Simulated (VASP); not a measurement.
# MoP (P-6m2) in VASP: notebook

MoP is run at these levels: PBE; tasks: single point.

All numbers are computed with VASP 6.6.1; they aren't measurements. Logs are shortened: lines on timing, memory, paths and dates and some standing lists are left out, and cuts for length are marked.

## 1. The cell of the first run

The structure is hexagonal, space group P-6m2 (No. 187). Conventional cell: a = 3.280 Å, b = 3.280 Å, c = 3.214 Å, α = 90.00°, β = 90.00°, γ = 120.00°. Within 3.3 Å of Mo (site symmetry -6m2) lie 6 P at 2.48 Å and 8 Mo at 3.21 to 3.28 Å. Within 3.3 Å of P (site symmetry -6m2) lie 6 Mo at 2.48 Å and 8 P at 3.21 to 3.28 Å.

## 2. Single point, PBE (14.97 Å³/atom)

INCAR reads:

```
ALGO     = Normal         # electronic algorithm
EDIFF    = 1E-6           # SCF threshold, eV
ENCUT    = 500            # plane-wave cutoff, eV
GGA      = PE             # functional
GGA_COMPAT= False        
ISIF     = 2              # what is computed and relaxed
ISMEAR   = 0              # smearing method
LASPH    = True           # aspherical terms in the spheres
LCHARG   = False          # write CHGCAR
LREAL    = False          # projectors in reciprocal space
LWAVE    = False          # write WAVECAR
NBANDS   = 16             # bands
NELM     = 120            # most SCF steps
PREC     = Accurate       # precision mode
SIGMA    = 0.1            # smearing width, eV
```

KPOINTS reads:

```
k-points
0
Gamma
  18 18 14
```

POSCAR reads:

```
MoP
1.0
    3.2797409016      0.0000000000      0.0000000000
   -1.6398704508      2.8403389386      0.0000000000
    0.0000000000      0.0000000000      3.2138783882
Mo P
1 1
Direct
    0.0000000000      0.0000000000      0.0000000000
    0.3333333333      0.6666666667      0.5000000000
```

Potentials or basis: VASP PAW PBE potentials, release 64 (Mo_sv, P).

Command:

```sh
cat potpaw_PBE.64/Mo_sv/POTCAR potpaw_PBE.64/P/POTCAR > POTCAR
mpirun -np 1 vasp_std > vasp.out
```

OUTCAR:

```text
EDIFF = 1E-6
   ENCUT = 500
   GGA = PE
   ISIF = 2
   ISMEAR = 0
   LASPH = True
   LREAL = False
   NELM = 120
   PREC = Accurate

 ion  position               nearest neighbor table
   1  0.000  0.000  0.000-   2 2.48   2 2.48   2 2.48   2 2.48   2 2.48   2 2.48
   2  0.333  0.667  0.500-   1 2.48   1 2.48   1 2.48   1 2.48   1 2.48   1 2.48

  LATTYP: Found a hexagonal cell.
 ALAT       =     3.2797409016
 C/A-ratio  =     0.9799183791

  Lattice vectors:

 A1 = (   3.2797409016,   0.0000000000,   0.0000000000)
 A2 = (  -1.6398704508,   2.8403389386,   0.0000000000)
 A3 = (   0.0000000000,   0.0000000000,   3.2138783882)

Analysis of symmetry for initial positions (statically):
=====================================================================
 Subroutine PRICEL returns:
 Original cell was already a primitive cell.

 Routine SETGRP: Setting up the symmetry group for a
 hexagonal supercell.

 Subroutine GETGRP returns: Found 12 space group operations
 (whereof 12 operations were pure point group operations)
 out of a pool of 24 trial point group operations.

The static configuration has the point symmetry D_3h.

Analysis of symmetry for dynamics (positions and initial velocities):
=====================================================================
 Subroutine PRICEL returns:
 Original cell was already a primitive cell.

 Routine SETGRP: Setting up the symmetry group for a
 hexagonal supercell.

 Subroutine GETGRP returns: Found 12 space group operations
 (whereof 12 operations were pure point group operations)
 out of a pool of 24 trial point group operations.

The dynamic configuration has the point symmetry D_3h.

 Subroutine INISYM returns: Found 12 space group operations
 (whereof 12 operations are pure point group operations),
 and found     1 'primitive' translations

----------------------------------------------------------------------------------------

                                     Primitive cell

  volume of cell :      29.9391

  direct lattice vectors                    reciprocal lattice vectors
     3.279740902  0.000000000  0.000000000     0.304902134  0.176035329  0.000000000
    -1.639870451  2.840338939  0.000000000     0.000000000  0.352070658  0.000000000
     0.000000000  0.000000000  3.213878388     0.000000000  0.000000000  0.311150541

  length of vectors
     3.279740902  3.279740902  3.213878388     0.352070658  0.352070658  0.311150541

  position of ions in fractional coordinates (direct lattice)
     0.000000000  0.000000000  0.000000000
     0.333333333  0.666666667  0.500000000

  ion indices of the primitive-cell ions
   primitive index   ion index
                 1           1
                 2           2

----------------------------------------------------------------------------------------

 KPOINTS: k-points

Automatic generation of k-mesh.
 Grid dimensions read from file:
 generate k-points for:   18   18   14

 Generating k-lattice:

  Cartesian coordinates                     Fractional coordinates (reciprocal lattice)
     0.016939007  0.009779741  0.000000000     0.055555556 -0.000000000  0.000000000
     0.000000000  0.019559481  0.000000000     0.000000000  0.055555556  0.000000000
     0.000000000  0.000000000  0.022225039     0.000000000  0.000000000  0.071428571

  Length of vectors
     0.019559481  0.019559481  0.022225039

  Shift w.r.t. Gamma in fractional coordinates (k-lattice)
     0.000000000  0.000000000  0.000000000

 Subroutine IBZKPT returns following result:
 ===========================================

 Found    296 irreducible k-points:

 Following reciprocal coordinates:
            Coordinates               Weight
  0.000000  0.000000  0.000000      1.000000
  0.055556 -0.000000  0.000000      6.000000
  0.111111 -0.000000  0.000000      6.000000
  0.166667 -0.000000  0.000000      6.000000
  0.222222 -0.000000  0.000000      6.000000
  0.277778 -0.000000  0.000000      6.000000
[... 16 lines left out ...]
  0.333333  0.111111  0.000000     12.000000
  0.388889  0.111111  0.000000     12.000000
 [... further k-points ...]
   k-points           NKPTS =    296   k-points in BZ     NKDIM =    296   number of bands    NBANDS=     16
   number of dos      NEDOS =    301   number of ions     NIONS =      2
   total plane-waves  NPLWV =  13824
   dimension x,y,z NGX =    24 NGY =   24 NGZ =   24
   dimension x,y,z NGXF=    48 NGYF=   48 NGZF=   48
   ions per type =               1   1
   NGX,Y,Z   is equivalent  to a cutoff of  12.17, 12.17, 12.41 a.u.
   NGXF,Y,Z  is equivalent  to a cutoff of  24.33, 24.33, 24.83 a.u.
 SYSTEM =  unknown system
   PREC   = accura    normal or accurate (medium, high low for compatibility)
   ISTART =      0    job   : 0-new  1-cont  2-samecut
   ICHARG =      2    charge: 1-file 2-atom 10-const
   ISPIN  =      1    spin polarized calculation?
   LNONCOLLINEAR =      F non collinear calculations
   LSORBIT =      F    spin-orbit coupling
   LASPH  =      T    aspherical Exc in radial PAW
   ENCUT  =  500.0 eV  36.75 Ry    6.06 a.u.   5.98  5.98  5.86*2*pi/ulx,y,z
   NELM   =    120;   NELMIN=  2; NELMDL= -5     # of ELM steps
   EDIFF  = 0.1E-05   stopping-criterion for ELM
   LREAL  =      F    real-space projection
   EDIFFG = 0.1E-04   stopping-criterion for IOM
   NSW    =      0    number of steps for IOM
   IBRION =     -1    ionic relax: 0-MD 1-quasi-New 2-CG
   NFREE  =      0    steps in history (QN), initial steepest desc. (CG)
   ISIF   =      2    stress and relaxation
   ISYM   =      2    0-nonsym 1-usesym 2-fastsym
   POTIM  = 0.5000    time-step for ionic-motion
   TEBEG  =    0.0;   TEEND  =   0.0 temperature during run
   PSTRESS=    0.0 pullay stress
   NELECT =      19.0000    total number of electrons
   NUPDOWN=      -1.0000    fix difference up-down
   EMIN   =  10.00;   EMAX   =-10.00  energy-range for DOS
   EFERMI =   0.00;   METHOD = LEGACY
   ISMEAR =     0;   SIGMA  =   0.10  broadening in eV -4-tet -1-fermi 0-gaus
   EFERMI_NEDOS =   21; number of points for ismear=-14 and -15
   IALGO  =     38    algorithm
   IMIX   =      4    mixing-type and parameters
     AMIX     =   0.40;   BMIX     =  1.00
     AMIX_MAG =   1.60;   BMIX_MAG =  1.00
  volume/ion in A,a.u.               =      14.97       101.02
  Fermi-wavevector in a.u.,A,eV,Ry     =   1.406845  2.658552 26.928834  1.979213
  Thomas-Fermi vector in A             =   2.529164
   LORBIT       =      0    0 simple, 1 ext, 2 COOP (PROOUT), +10 PAW based schemes
   GGA     = PE    functional components
   LHFCALC =     F    Hartree Fock is set to
   AEXX    =    0.0000 exact exchange contribution
   IVDW    =     0    specifies the selected vdW correction
   LEPSILON=     F    determine dielectric tensor
   LRPA    =     F    only Hartree local field effects (RPA)
 non-spin polarized calculation
 Gauss-broadening in eV      SIGMA  =   0.10
  energy-cutoff  :      500.00
  volume of cell :       29.94
 maximum number of plane-waves:       786
 NGX is ok and might be reduce to    24
   NGX = 11   NGY = 11   NGZ = 11

 number of electron      19.0000003 magnetization

 Free energy of the ion-electron system (eV)
  ---------------------------------------------------
  ext. energy  EPLUGINS =         0.00000000
  ---------------------------------------------------
  free energy    TOTEN  =       -17.65445281 eV

  energy without entropy =      -17.64956926  energy(sigma->0) =      -17.65201104

 E-fermi :  11.2573     XC(G=0): -12.3791

 val. band max:       11.2535447920   @ k =   0.1111  -0.0000   0.0714
 cond. band min:      11.2673408255   @ k =   0.2222  -0.0000   0.0000
 fundamental gap:      0.0137960335
 Fermi energy:        11.2573091274

 k-point     1 :       0.0000    0.0000    0.0000
  band No.  band energies     occupation
      1     -49.9491      2.00000
      2     -24.0778      2.00000
      3     -23.9043      2.00000
      4     -23.9043      2.00000
      5      -2.3547      2.00000
      6       7.3589      2.00000
[... 8 lines left out ...]
     15      20.0093      0.00000
     16      20.0982      0.00000

 k-point     2 :       0.0556   -0.0000    0.0000
  band No.  band energies     occupation
      1     -49.9483      2.00000
      2     -24.0767      2.00000
      3     -23.9130      2.00000
      4     -23.9063      2.00000
      5      -2.3012      2.00000
      6       7.3239      2.00000
[... 8 lines left out ...]
     15      19.6813      0.00000
     16      20.2866      0.00000

 k-point     3 :       0.1111   -0.0000    0.0000
  band No.  band energies     occupation
      1     -49.9461      2.00000
      2     -24.0735      2.00000
      3     -23.9380      2.00000
      4     -23.9121      2.00000
      5      -2.1433      2.00000
      6       7.1444      2.00000
[... 8 lines left out ...]
     15      19.5066      0.00000
     16      20.8032      0.00000

 k-point     4 :       0.1667   -0.0000    0.0000
  band No.  band energies     occupation
      1     -49.9427      2.00000
      2     -24.0685      2.00000
      3     -23.9759      2.00000
      4     -23.9208      2.00000
      5      -1.8891      2.00000
      6       6.7647      2.00000
[... 8 lines left out ...]
     15      19.6167      0.00000
     16      21.5501      0.00000
[... 324 lines left out ...]
 k-point    22 :       0.2778    0.1111    0.0000
  band No.  band energies     occupation
      1     -49.9288      2.00000
      2     -24.1155      2.00000
      3     -24.0482      2.00000
      4     -23.9699      2.00000
      5      -0.6147      2.00000
      6       5.2120      2.00000
[... 8 lines left out ...]
     15      20.8372      0.00000
     16      22.3901      0.00000

 k-point    23 :       0.3333    0.1111    0.0000
  band No.  band energies     occupation
      1     -49.9256      2.00000
      2     -24.1473      2.00000
      3     -24.0436      2.00000
      4     -23.9810      2.00000
      5      -0.2259      2.00000
      6       4.8062      2.00000
[... 8 lines left out ...]
     15      20.5918      0.00000
     16      22.4286      0.00000

 k-point    24 :       0.3889    0.1111    0.0000
  band No.  band energies     occupation
      1     -49.9235      2.00000
      2     -24.1680      2.00000
      3     -24.0405      2.00000
      4     -23.9882      2.00000
      5       0.0661      2.00000
      6       4.5096      2.00000
[... 8 lines left out ...]
     15      20.2768      0.00000
     16      22.5381      0.00000

 [... further k-points ...]

------------------------ aborting loop because EDIFF is reached ----------------------------------------

  FORCE on cell =-STRESS in cart. coord.  units (eV):
  Direction    XX          YY          ZZ          XY          YZ          ZX
  --------------------------------------------------------------------------------------
  -------------------------------------------------------------------------------------
  Total       -1.0949226     -1.0949226     -1.0956993      0.0000000     -0.0000000     -0.0000000
  in kB      -58.5942293    -58.5942293    -58.6357944      0.0000000     -0.0000000     -0.0000000
  external PRESSURE =     -58.6080844 kB  Pullay stress =       0.0000000 kB

 VOLUME and BASIS-vectors are now :
 -----------------------------------------------------------------------------
  energy-cutoff  :      500.00
  volume of cell :       29.94
      direct lattice vectors                 reciprocal lattice vectors
     3.279740902  0.000000000  0.000000000     0.304902134  0.176035329  0.000000000
    -1.639870451  2.840338939  0.000000000     0.000000000  0.352070658  0.000000000
     0.000000000  0.000000000  3.213878388     0.000000000  0.000000000  0.311150541

 POSITION                                       TOTAL-FORCE (eV/Angst)
 -----------------------------------------------------------------------------------
      0.00000      0.00000      0.00000         0.000000      0.000000      0.000000
     -0.00000      1.89356      1.60694        -0.000000     -0.000000      0.000000
 -----------------------------------------------------------------------------------
    total drift:                               -0.000000      0.000000      0.000000

  FREE ENERGIE OF THE ION-ELECTRON SYSTEM (eV)
  ---------------------------------------------------
  free  energy   TOTEN  =       -17.6544528118 eV

  energy  without entropy=      -17.6495692584  energy(sigma->0) =      -17.65201104
```

Wall time 34 s (1 thread of Intel Xeon Platinum 8559C (Emerald Rapids), shared host); peak memory 0.24 GiB.

What came out:

```
Free energy            : -17.6545 eV
Pressure               : -5.9 GPa
Band gap on the k mesh : zero (an odd number of electrons rules out a gap without spin polarisation)
```

Caveat: the cell stands under tension.

## 3. Single point, PBE (15.41 Å³/atom)

This run uses another cell than the first one, of 15.41 Å³/atom.

INCAR reads:

```
SYSTEM = MoP
PREC = Accurate
ENCUT = 500
EDIFF = 1E-6
ISMEAR = 0
SIGMA = 0.1
LREAL = .FALSE.
LASPH = .TRUE.
NELM = 120
ALGO = Normal
ISIF = 2
LWAVE = .FALSE.
LCHARG = .FALSE.
GGA = PE
NBANDS = 16
GGA_COMPAT = .FALSE.
```

KPOINTS reads:

```
regular mesh
0
G
  18 18 14
  0 0 0
```

POSCAR reads:

```
MoP
1.0
    3.3179345488      0.0000000000      0.0000000000
   -1.6589672744      2.8734156074      0.0000000000
    0.0000000000      0.0000000000      3.2317780159
Mo P
1 1
Direct
    0.0000000000      0.0000000000      0.0000000000
    0.3333333333      0.6666666667      0.5000000000
```

Potentials or basis: VASP PAW PBE potentials, release 64 (Mo_sv, P).

Command:

```sh
cat potpaw_PBE.64/Mo_sv/POTCAR potpaw_PBE.64/P/POTCAR > POTCAR
mpirun -np 1 vasp_std > vasp.out
```

Wall time 35 s (1 thread of Intel Xeon Platinum 8559C (Emerald Rapids), shared host); peak memory 0.24 GiB.

Results (log left out):

- Free energy: -17.6087 eV
- Pressure: -10.9 GPa
- Band gap on the k mesh: zero (an odd number of electrons rules out a gap without spin polarisation)

Levels at points of the mesh, in eV from the Fermi level:
```tsv
k point	band 6	band 7	band 8	band 9	band 10	band 11	band 12	band 13	band 14	band 15
(0.00, 0.00, 0.00)	-3.73	-3.13	-3.13	-0.56	0.28	0.28	3.83	3.83	5.19	8.58
(0.50, 0.00, 0.00)	-6.81	-3.51	-3.32	-1.34	-0.31	1.53	2.01	4.47	5.99	8.12
(0.00, 0.00, 0.50)	-7.41	-2.60	-2.60	-1.49	-1.49	1.39	2.77	2.77	7.63	8.42
(0.50, 0.00, 0.50)	-5.79	-4.95	-4.17	-0.92	1.24	1.75	3.21	4.66	6.12	6.15
```

Caveat: the cell stands under tension.

## 4. Single point, PBE (13.66 Å³/atom)

This run uses another cell than the first one, of 13.66 Å³/atom.

INCAR reads:

```
SYSTEM = MoP
PREC = Accurate
ENCUT = 500
EDIFF = 1E-6
ISMEAR = 0
SIGMA = 0.1
LREAL = .False.
LASPH = .True.
NELM = 120
ALGO = Normal
ISIF = 2
LWAVE = .False.
LCHARG = .False.
GGA = PE
NBANDS = 16
GGA_COMPAT = .False.
```

KPOINTS reads:

```
regular mesh
0
Gamma
  18 18 14
  0 0 0
```

POSCAR reads:

```
MoP
1.0
    3.1606923529      0.0000000000      0.0000000000
   -1.5803461764      2.7372398712      0.0000000000
    0.0000000000      0.0000000000      3.1581640723
Mo P
1 1
Direct
    0.0000000000      0.0000000000      0.0000000000
    0.3333333333      0.6666666667      0.5000000000
```

Command:

```sh
cat potpaw_PBE.64/Mo_sv/POTCAR potpaw_PBE.64/P/POTCAR > POTCAR
mpirun -np 1 vasp_std > vasp.out
```

Wall time 31 s (1 thread of Intel Xeon Platinum 8559C (Emerald Rapids), shared host); peak memory 0.23 GiB.

The run converged. Its results:

```
Free energy            : -17.5900 eV
Pressure               : 15.3 GPa
Band gap on the k mesh : zero (an odd number of electrons rules out a gap without spin polarisation)
```

Levels at points of the mesh, in eV from the Fermi level:
```
           k point  band 7  band 8  band 9  band 10  band 11  band 12  band 13  band 14
(0.00, 0.00, 0.00)   -3.42   -3.42   -0.76     0.30     0.30     4.38     4.38     5.78
(0.50, 0.00, 0.00)   -4.21   -4.02   -1.20    -0.48     1.88     2.65     4.80     6.25
(0.00, 0.00, 0.50)   -2.79   -2.79   -1.80    -1.80     1.34     3.07     3.07     8.14
(0.50, 0.00, 0.50)   -5.47   -4.60   -1.08     1.60     1.96     3.82     5.42     6.30
```

Caveat: the cell stands under pressure.

## 5. The runs side by side

| cell | gap on the mesh (eV) | pressure (GPa) |
| --- | --- | --- |
| a = 3.280, b = 3.280, c = 3.214 Å, angles 90.0, 90.0, 120.0°, 2 atoms | none | -5.9 |
| a = 3.318, b = 3.318, c = 3.232 Å, angles 90.0, 90.0, 120.0°, 2 atoms | none | -10.9 |
| a = 3.161, b = 3.161, c = 3.158 Å, angles 90.0, 90.0, 120.0°, 2 atoms | none | 15.3 |

Alike in all rows: task single point; level PBE; potentials or basis VASP PAW PBE potentials, release 64 (Mo_sv, P); no spin polarisation; k mesh 18 × 18 × 14; cutoff (eV) 500; smearing gaussian 0.1 eV.

Caveats: the cell stands under tension (at least some runs); the cell stands under pressure (at least some runs).

Absolute energies hang on the potentials; compare differences alone.
